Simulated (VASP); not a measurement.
# GaAs (I-4m2) in VASP: notebook

The runs below take GaAs through single point, with PBE.

Program: VASP 6.6.1. These are calculated values, not measurements. Logs are shortened: lines on timing, memory, paths and dates and some standing lists are left out, and cuts for length are marked.

## 1. The cell of the first run

Symmetry: I-4m2, No. 119, tetragonal system. Conventional cell: a = 3.998 Å, b = 3.998 Å, c = 5.541 Å, α = 90.00°, β = 90.00°, γ = 90.00°. Ga (site symmetry -4m2) has 4 As at 2.43 Å within 3.2 Å. As (site symmetry -4m2) has 4 Ga at 2.43 Å within 3.2 Å.

## 2. Single point, PBE (zz strain of -2 %)

INCAR

```
PREC     = Accurate       # precision mode
ENCUT    = 520            # plane-wave cutoff, eV
EDIFF    = 1E-6           # SCF threshold, eV
ISMEAR   = -1             # smearing method
SIGMA    = 0.05           # smearing width, eV
LREAL    = F              # projectors in reciprocal space
LASPH    = T              # aspherical terms in the spheres
NELM     = 100            # most SCF steps
ALGO     = Normal         # electronic algorithm
ISIF     = 2              # what is computed and relaxed
LWAVE    = F              # write WAVECAR
LCHARG   = F              # write CHGCAR
GGA      = PE             # functional
NBANDS   = 16             # bands
```

KPOINTS

```
regular mesh
0
Gamma
  11 11 11
```

POSCAR

```
GaAs
1.0
    0.0000000000      2.8268500000      2.7703130000
    2.8268500000      0.0000000000      2.7703130000
    2.8268500000      2.8268500000      0.0000000000
Ga As
1 1
Direct
    0.0000000000      0.0000000000      0.0000000000
    0.7500000000      0.7500000000      0.7500000000
```

Potentials or basis: VASP PAW PBE potentials, release 64 (Ga_d, As).

The run is started by

```sh
cat potpaw_PBE.64/Ga_d/POTCAR potpaw_PBE.64/As/POTCAR > POTCAR
mpirun -np 1 vasp_std > vasp.out
```

OUTCAR:

```text
PREC = Accurate
   ENCUT = 520
   EDIFF = 1E-6
   ISMEAR = -1
   LREAL = F
   LASPH = T
   NELM = 100
   ISIF = 2
   GGA = PE

 ion  position               nearest neighbor table
   1  0.000  0.000  0.000-   2 2.43   2 2.43   2 2.43   2 2.43
   2  0.750  0.750  0.750-   1 2.43   1 2.43   1 2.43   1 2.43

  LATTYP: Found a body centered tetragonal cell.
 ALAT       =     3.9977696088
 C/A-ratio  =     1.3859292911

  Lattice vectors:

 A1 = (   0.0000000000,  -2.8268500000,  -2.7703130000)
 A2 = (   0.0000000000,   2.8268500000,  -2.7703130000)
 A3 = (   2.8268500000,   0.0000000000,   2.7703130000)

Analysis of symmetry for initial positions (statically):
=====================================================================
 Subroutine PRICEL returns:
 Original cell was already a primitive cell.

 Routine SETGRP: Setting up the symmetry group for a
 body centered tetragonal supercell.

 Subroutine GETGRP returns: Found  8 space group operations
 (whereof  8 operations were pure point group operations)
 out of a pool of 16 trial point group operations.

The static configuration has the point symmetry D_2d.

Analysis of symmetry for dynamics (positions and initial velocities):
=====================================================================
 Subroutine PRICEL returns:
 Original cell was already a primitive cell.

 Routine SETGRP: Setting up the symmetry group for a
 body centered tetragonal supercell.

 Subroutine GETGRP returns: Found  8 space group operations
 (whereof  8 operations were pure point group operations)
 out of a pool of 16 trial point group operations.

The dynamic configuration has the point symmetry D_2d.

 Subroutine INISYM returns: Found  8 space group operations
 (whereof  8 operations are pure point group operations),
 and found     1 'primitive' translations

----------------------------------------------------------------------------------------

                                     Primitive cell

  volume of cell :      44.2756

  direct lattice vectors                    reciprocal lattice vectors
     0.000000000  2.826850000  2.770313000    -0.176875321  0.176875321  0.180485021
     2.826850000  0.000000000  2.770313000     0.176875321 -0.176875321  0.180485021
     2.826850000  2.826850000  0.000000000     0.176875321  0.176875321 -0.180485021

  length of vectors
     3.957993815  3.957993815  3.997769609     0.308455185  0.308455185  0.308455185

  position of ions in fractional coordinates (direct lattice)
     0.000000000  0.000000000  0.000000000
     0.750000000  0.750000000  0.750000000

  ion indices of the primitive-cell ions
   primitive index   ion index
                 1           1
                 2           2

----------------------------------------------------------------------------------------

 KPOINTS: regular mesh

Automatic generation of k-mesh.
 Grid dimensions read from file:
 generate k-points for:   11   11   11

 Generating k-lattice:

  Cartesian coordinates                     Fractional coordinates (reciprocal lattice)
    -0.016079575  0.016079575  0.016407729     0.090909091 -0.000000000  0.000000000
     0.016079575 -0.016079575  0.016407729    -0.000000000  0.090909091  0.000000000
     0.016079575  0.016079575 -0.016407729     0.000000000  0.000000000  0.090909091

  Length of vectors
     0.028041380  0.028041380  0.028041380

  Shift w.r.t. Gamma in fractional coordinates (k-lattice)
     0.000000000  0.000000000  0.000000000

 Subroutine IBZKPT returns following result:
 ===========================================

 Found    126 irreducible k-points:

 Following reciprocal coordinates:
            Coordinates               Weight
  0.000000  0.000000  0.000000      1.000000
  0.090909 -0.000000  0.000000      8.000000
  0.181818 -0.000000  0.000000      8.000000
  0.272727  0.000000  0.000000      8.000000
  0.363636  0.000000  0.000000      8.000000
  0.454545  0.000000  0.000000      8.000000
[... 16 lines left out ...]
 -0.272727  0.181818  0.000000      8.000000
 -0.181818  0.181818  0.000000      4.000000
 [... further k-points ...]
   k-points           NKPTS =    126   k-points in BZ     NKDIM =    126   number of bands    NBANDS=     16
   number of dos      NEDOS =    301   number of ions     NIONS =      2
   total plane-waves  NPLWV =  27000
   dimension x,y,z NGX =    30 NGY =   30 NGZ =   30
   dimension x,y,z NGXF=    60 NGYF=   60 NGZF=   60
   ions per type =               1   1
   NGX,Y,Z   is equivalent  to a cutoff of  12.60, 12.60, 12.48 a.u.
   NGXF,Y,Z  is equivalent  to a cutoff of  25.20, 25.20, 24.95 a.u.
 SYSTEM =  unknown system
   PREC   = accura    normal or accurate (medium, high low for compatibility)
   ISTART =      0    job   : 0-new  1-cont  2-samecut
   ICHARG =      2    charge: 1-file 2-atom 10-const
   ISPIN  =      1    spin polarized calculation?
   LNONCOLLINEAR =      F non collinear calculations
   LSORBIT =      F    spin-orbit coupling
   LASPH  =      T    aspherical Exc in radial PAW
   ENCUT  =  520.0 eV  38.22 Ry    6.18 a.u.   7.36  7.36  7.43*2*pi/ulx,y,z
   NELM   =    100;   NELMIN=  2; NELMDL= -5     # of ELM steps
   EDIFF  = 0.1E-05   stopping-criterion for ELM
   LREAL  =      F    real-space projection
   EDIFFG = 0.1E-04   stopping-criterion for IOM
   NSW    =      0    number of steps for IOM
   IBRION =     -1    ionic relax: 0-MD 1-quasi-New 2-CG
   NFREE  =      0    steps in history (QN), initial steepest desc. (CG)
   ISIF   =      2    stress and relaxation
   ISYM   =      2    0-nonsym 1-usesym 2-fastsym
   POTIM  = 0.5000    time-step for ionic-motion
   TEBEG  =    0.0;   TEEND  =   0.0 temperature during run
   PSTRESS=    0.0 pullay stress
   NELECT =      18.0000    total number of electrons
   NUPDOWN=      -1.0000    fix difference up-down
   EMIN   =  10.00;   EMAX   =-10.00  energy-range for DOS
   EFERMI =   0.00;   METHOD = LEGACY
   ISMEAR =    -1;   SIGMA  =   0.05  broadening in eV -4-tet -1-fermi 0-gaus
   EFERMI_NEDOS =   21; number of points for ismear=-14 and -15
   IALGO  =     38    algorithm
   IMIX   =      4    mixing-type and parameters
     AMIX     =   0.40;   BMIX     =  1.00
     AMIX_MAG =   1.60;   BMIX_MAG =  1.00
  volume/ion in A,a.u.               =      22.14       149.39
  Fermi-wavevector in a.u.,A,eV,Ry     =   1.212767  2.291798 20.011517  1.470805
  Thomas-Fermi vector in A             =   2.348241
   LORBIT       =      0    0 simple, 1 ext, 2 COOP (PROOUT), +10 PAW based schemes
   GGA     = PE    functional components
   LHFCALC =     F    Hartree Fock is set to
   AEXX    =    0.0000 exact exchange contribution
   IVDW    =     0    specifies the selected vdW correction
   LEPSILON=     F    determine dielectric tensor
   LRPA    =     F    only Hartree local field effects (RPA)
 non-spin polarized calculation
  energy-cutoff  :      520.00
  volume of cell :       44.28
 maximum number of plane-waves:      1235
 NGX is ok and might be reduce to    30
   NGX = 15   NGY = 15   NGZ = 15

 number of electron      18.0000007 magnetization

 Free energy of the ion-electron system (eV)
  ---------------------------------------------------
  ext. energy  EPLUGINS =         0.00000000
  ---------------------------------------------------
  free energy    TOTEN  =        -8.22519204 eV

  energy without entropy =       -8.22518813  energy(sigma->0) =       -8.22519009

 E-fermi :   4.5098     XC(G=0):  -9.6802

 val. band max:        4.1986640033   @ k =   0.0000   0.0000   0.0000
 cond. band min:       4.7940500246   @ k =   0.0000   0.0000   0.0000
 fundamental gap:      0.5953860213
 Fermi energy:         4.5097655893

 k-point     1 :       0.0000    0.0000    0.0000
  band No.  band energies     occupation
      1     -10.7228      2.00000
      2     -10.7228      2.00000
      3     -10.7177      2.00000
      4     -10.6385      2.00000
      5     -10.6353      2.00000
      6      -8.7491      2.00000
[... 8 lines left out ...]
     15      14.0998      0.00000
     16      14.4795      0.00000

 k-point     2 :       0.0909   -0.0000    0.0000
  band No.  band energies     occupation
      1     -10.7297      2.00000
      2     -10.7207      2.00000
      3     -10.7169      2.00000
      4     -10.6387      2.00000
      5     -10.6354      2.00000
      6      -8.6487      2.00000
[... 8 lines left out ...]
     15      13.5278      0.00000
     16      13.8216      0.00000

 k-point     3 :       0.1818   -0.0000    0.0000
  band No.  band energies     occupation
      1     -10.7500      2.00000
      2     -10.7154      2.00000
      3     -10.7120      2.00000
      4     -10.6389      2.00000
      5     -10.6352      2.00000
      6      -8.3582      2.00000
[... 8 lines left out ...]
     15      13.1215      0.00000
     16      13.3334      0.00000

 k-point     4 :       0.2727    0.0000    0.0000
  band No.  band energies     occupation
      1     -10.7742      2.00000
      2     -10.7092      2.00000
      3     -10.7060      2.00000
      4     -10.6384      2.00000
      5     -10.6341      2.00000
      6      -7.9120      2.00000
[... 8 lines left out ...]
     15      13.2701      0.00000
     16      13.3719      0.00000

 k-point     5 :       0.3636    0.0000    0.0000
  band No.  band energies     occupation
      1     -10.7946      2.00000
      2     -10.7045      2.00000
      3     -10.7014      2.00000
      4     -10.6370      2.00000
      5     -10.6321      2.00000
      6      -7.3903      2.00000
[... 8 lines left out ...]
     15      14.2000      0.00000
     16      14.2580      0.00000

 k-point     6 :       0.4545    0.0000    0.0000
  band No.  band energies     occupation
      1     -10.8061      2.00000
      2     -10.7022      2.00000
      3     -10.6992      2.00000
      4     -10.6356      2.00000
      5     -10.6304      2.00000
      6      -6.9837      2.00000
[... 8 lines left out ...]
     15      15.5519      0.00000
     16      15.7062      0.00000
[... 267 lines left out ...]
 k-point    21 :      -0.4545    0.1818    0.0000
  band No.  band energies     occupation
      1     -10.8140      2.00000
      2     -10.6943      2.00000
      3     -10.6918      2.00000
      4     -10.6432      2.00000
      5     -10.6297      2.00000
      6      -6.6608      2.00000
[... 8 lines left out ...]
     15      15.3044      0.00000
     16      15.7211      0.00000

 k-point    22 :      -0.3636    0.1818    0.0000
  band No.  band energies     occupation
      1     -10.8095      2.00000
      2     -10.6950      2.00000
      3     -10.6943      2.00000
      4     -10.6397      2.00000
      5     -10.6334      2.00000
      6      -6.8297      2.00000
[... 8 lines left out ...]
     15      13.7095      0.00000
     16      15.7832      0.00000

 k-point    23 :      -0.2727    0.1818    0.0000
  band No.  band energies     occupation
      1     -10.7978      2.00000
      2     -10.6996      2.00000
      3     -10.6968      2.00000
      4     -10.6375      2.00000
      5     -10.6368      2.00000
      6      -7.2863      2.00000
[... 8 lines left out ...]
     15      14.6828      0.00000
     16      16.3521      0.00000

 k-point    24 :      -0.1818    0.1818    0.0000
  band No.  band energies     occupation
      1     -10.7813      2.00000
      2     -10.7066      2.00000
      3     -10.7002      2.00000
      4     -10.6380      2.00000
      5     -10.6367      2.00000
      6      -7.7704      2.00000
[... 8 lines left out ...]
     15      14.3830      0.00000
     16      15.2016      0.00000

 [... further k-points ...]

------------------------ aborting loop because EDIFF is reached ----------------------------------------

  FORCE on cell =-STRESS in cart. coord.  units (eV):
  Direction    XX          YY          ZZ          XY          YZ          ZX
  --------------------------------------------------------------------------------------
  -------------------------------------------------------------------------------------
  Total        1.2983904      1.2983904      1.6133052      0.0000000      0.0000000     -0.0000000
  in kB       46.9841661     46.9841661     58.3798215      0.0000000      0.0000000     -0.0000000
  external PRESSURE =      50.7827179 kB  Pullay stress =       0.0000000 kB

 VOLUME and BASIS-vectors are now :
 -----------------------------------------------------------------------------
  energy-cutoff  :      520.00
  volume of cell :       44.28
      direct lattice vectors                 reciprocal lattice vectors
     0.000000000  2.826850000  2.770313000    -0.176875321  0.176875321  0.180485021
     2.826850000  0.000000000  2.770313000     0.176875321 -0.176875321  0.180485021
     2.826850000  2.826850000  0.000000000     0.176875321  0.176875321 -0.180485021

 POSITION                                       TOTAL-FORCE (eV/Angst)
 -----------------------------------------------------------------------------------
      0.00000      0.00000      0.00000        -0.000000     -0.000000     -0.000000
      4.24027      4.24027      4.15547         0.000000      0.000000      0.000000
 -----------------------------------------------------------------------------------
    total drift:                               -0.000002     -0.000002      0.000000

  FREE ENERGIE OF THE ION-ELECTRON SYSTEM (eV)
  ---------------------------------------------------
  free  energy   TOTEN  =        -8.2251920419 eV

  energy  without entropy=       -8.2251881298  energy(sigma->0) =       -8.22519009
```

It took 2.3 min on 1 thread of Intel Xeon 8259CL, shared host; peak memory 0.24 GiB.

What came out:

| Property | Result |
| --- | --- |
| Free energy | -8.2252 eV |
| Pressure | 5.1 GPa |
| Band gap on the k mesh | 0.60 eV |

Stress tensor (GPa, compression positive):
```
4.70 0.00 0.00
0.00 4.70 0.00
0.00 0.00 5.84
```

Levels at points of the mesh, in eV from the valence-band top:
```
           k point  band 5  band 6  band 7  band 8  band 9  band 10  band 11  band 12  band 13  band 14
(0.00, 0.00, 0.00)  -14.83  -12.95   -0.11   -0.11    0.00     0.60     3.62     3.68     3.68     7.57
```

Caveat: the cell differs from its parent crystal (zz strain of -2 %); the cell stands under pressure; an odd mesh through Γ misses points on the zone boundary, where band edges can lie.

## 3. Single point, PBE (zz strain of -1 %)

INCAR

```
PREC = Accurate
ENCUT = 520
EDIFF = 1E-7
ISMEAR = -1
SIGMA = 0.05
LREAL = False
LASPH = True
NELM = 80
ALGO = Normal
ISIF = 2
LWAVE = False
LCHARG = False
GGA = PE
NBANDS = 16
```

KPOINTS

```
Automatic mesh
0
Gamma
  11 11 11
```

POSCAR

```
GaAs
1.0
    0.0000000000      2.8268500000      2.7985815000
    2.8268500000      0.0000000000      2.7985815000
    2.8268500000      2.8268500000      0.0000000000
Ga As
1 1
Direct
    0.0000000000      0.0000000000      0.0000000000
    0.7500000000      0.7500000000      0.7500000000
```

Potentials or basis: VASP PAW PBE potentials, release 64 (Ga_d, As).

The run is started by

```sh
cat potpaw_PBE.64/Ga_d/POTCAR potpaw_PBE.64/As/POTCAR > POTCAR
mpirun -np 1 vasp_std > vasp.out
```

Run time: 2.2 min. Hardware: 1 thread of Intel Xeon 8259CL, shared host; peak memory 0.24 GiB.

Results (log left out):

```yaml
Free_energy: -8.2400 eV
Pressure: 4.3 GPa
Band_gap_on_the_k_mesh: 0.56 eV
```

Stress tensor (GPa, compression positive):
```
4.08 0.00 0.00
0.00 4.08 0.00
0.00 0.00 4.66
```

Levels at points of the mesh, in eV from the valence-band top:
```
           k point  band 5  band 6  band 7  band 8  band 9  band 10  band 11  band 12  band 13  band 14
(0.00, 0.00, 0.00)  -14.78  -12.84   -0.06   -0.06    0.00     0.56     3.68     3.70     3.70     7.58
```

Caveat: the cell differs from its parent crystal (zz strain of -1 %); the cell stands under pressure; an odd mesh through Γ misses points on the zone boundary, where band edges can lie.

## 4. Single point, PBE (zz strain of +1 %)

INCAR

```
ALGO = Normal
EDIFF = 1E-6
ENCUT = 520
GGA = PE
ISIF = 2
ISMEAR = -1
LASPH = True
LCHARG = True
LELF = True
LREAL = False
LVHAR = True
LWAVE = False
NBANDS = 16
NELM = 60
PREC = Accurate
SIGMA = 0.05
```

KPOINTS

```
k-points
0
Gamma
  11 11 11
```

POSCAR

```
GaAs
1.0
    0.0000000000      2.8268500000      2.8551185000
    2.8268500000      0.0000000000      2.8551185000
    2.8268500000      2.8268500000      0.0000000000
Ga As
1 1
Direct
    0.0000000000      0.0000000000      0.0000000000
    0.7500000000      0.7500000000      0.7500000000
```

The run is started by

```sh
cat potpaw_PBE.64/Ga_d/POTCAR potpaw_PBE.64/As/POTCAR > POTCAR
mpirun -np 1 vasp_std > vasp.out
```

Wall time 94 s (1 thread of Intel Xeon 8259CL, shared host); peak memory 0.24 GiB.

It converged, with:

- Free energy: -8.2597 eV
- Pressure: 2.7 GPa
- Band gap on the k mesh: 0.43 eV

Stress tensor (GPa, compression positive):
```
2.92 0.00 0.00
0.00 2.92 0.00
0.00 0.00 2.33
```

Levels at points of the mesh, in eV from the valence-band top:
```tsv
k point	band 7	band 8	band 9	band 10	band 11	band 12
(0.00, 0.00, 0.00)	-0.06	0.00	0.00	0.43	3.70	3.70
```

Caveat: the cell differs from its parent crystal (zz strain of +1 %).

[end of part 1 of 2]
